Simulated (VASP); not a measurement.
Write the native input for VASP 6.6.1 that does the following.

```
Task                   : single point
Functional             : PBE
Potentials or basis    : VASP PAW PBE potentials, release 64 (P)
Cutoff                 : 520 eV
k mesh                 : 24 × 24 × 22
Occupations            : gaussian, width 0.1 eV
Spin                   : no spin polarisation
Dipole correction      : no
Further INCAR settings : ALGO = Normal; EDIFF = 1e-07; NBANDS = 8
```

The structure of P lies in POSCAR:

```
P
1.0
    2.6348178730      0.0000000000      0.0000000000
   -1.3174089365      2.2818192124      0.0000000000
    0.0000000000      0.0000000000      2.4494487546
P
1
Direct
    0.0000000000      0.0000000000      0.5000000000
```

This isn't the form of P at room conditions, which is orthorhombic.

These files were run (other wordings do the same):

INCAR

```
SYSTEM = P
ALGO     = Normal         ! electronic algorithm
EDIFF    = 1E-7           ! SCF threshold, eV
ENCUT    = 520            ! plane-wave cutoff, eV
GGA      = PE             ! functional
ISIF     = 2              ! what is computed and relaxed
ISMEAR   = 0              ! smearing method
LASPH    = .TRUE.         ! aspherical terms in the spheres
LCHARG   = .FALSE.        ! write CHGCAR
LREAL    = .FALSE.        ! projectors in reciprocal space
LWAVE    = .FALSE.        ! write WAVECAR
NBANDS   = 8              ! bands
NELM     = 60             ! most SCF steps
PREC     = Accurate       ! precision mode
SIGMA    = 0.1            ! smearing width, eV
```

KPOINTS

```
k-points
0
G
  24 24 22
  0 0 0
```

Potentials or basis: VASP PAW PBE potentials, release 64 (P).

Run with:

```sh
$ cat potpaw_PBE.64/P/POTCAR > POTCAR
$ mpirun -np 1 vasp_std > vasp.out
```

It gave:

```yaml
Pressure: -0.2 GPa
Band_gap_on_the_k_mesh: zero (an odd number of electrons rules out a gap without spin polarisation)
```

It took 94 s on 1 thread of Intel Xeon 8259CL (shared host), peak memory 0.17 GiB.
